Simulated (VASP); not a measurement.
**CsI: relaxation of the atoms with r2SCAN**

Crystal: CsI.

```
CELL_PARAMETERS angstrom
4.60903 0.00000 0.00000
0.00000 4.60903 0.00000
0.00000 0.00000 4.60903
ATOMIC_POSITIONS crystal
Cs 0.00000 0.00000 0.00000
I 0.50000 0.50000 0.50000
```

- Program: VASP 6.6.1
- Task: relaxation of the atoms
- Functional: r2SCAN
- Potentials or basis: VASP PAW PBE potentials, release 64 (Cs_sv, I)
- Cutoff: 500 eV
- k mesh: 6 × 6 × 6
- Occupations: fermi-dirac, width 0.02 eV
- Spin: no spin polarisation
- Dipole correction: no
- Further INCAR settings: ALGO = Normal; EDIFF = 1e-07; IBRION = 2; EDIFFG = -0.01; NSW = 50

| Quantity | Value |
| --- | --- |
| Pressure after relaxing | 0.0 GPa |
| Band gap on the k mesh | 4.50 eV (least direct gap 4.59 eV) |

Final structure:
```
Cs I
1.0
     4.60903    0.00000    0.00000
     0.00000    4.60903    0.00000
     0.00000    0.00000    4.60903
Cs I
1 1
Direct
  0.00000 0.00000 0.00000
  0.50000 0.50000 0.50000
```

Levels at points of the mesh, in eV from the valence-band top:
| k point | band 6 | band 7 | band 8 | band 9 | band 10 | band 11 |
| --- | --- | --- | --- | --- | --- | --- |
| (0.00, 0.00, 0.00) | -0.09 | -0.09 | -0.09 | 4.50 | 4.65 | 4.65 |
| (0.50, 0.00, 0.00) | -1.49 | -0.22 | -0.22 | 5.67 | 7.02 | 7.22 |
| (0.50, 0.50, 0.00) | -0.86 | -0.86 | 0.00 | 4.76 | 5.50 | 6.67 |
| (0.50, 0.50, 0.50) | -1.25 | -1.25 | -1.25 | 7.65 | 7.65 | 7.65 |

It took 100 s on 1 thread of Oxide Virtual Turin-like Processor (shared host), peak memory 0.19 GiB.

Caveat: the relaxation stopped at its first step, so nothing moved; the PAW data sets were made with another functional, which shifts forces and pressure a little; spin-orbit coupling is left out, which moves the levels of the heavy elements. r2SCAN opens gaps a little over a GGA but as a rule still falls short of measured ones.
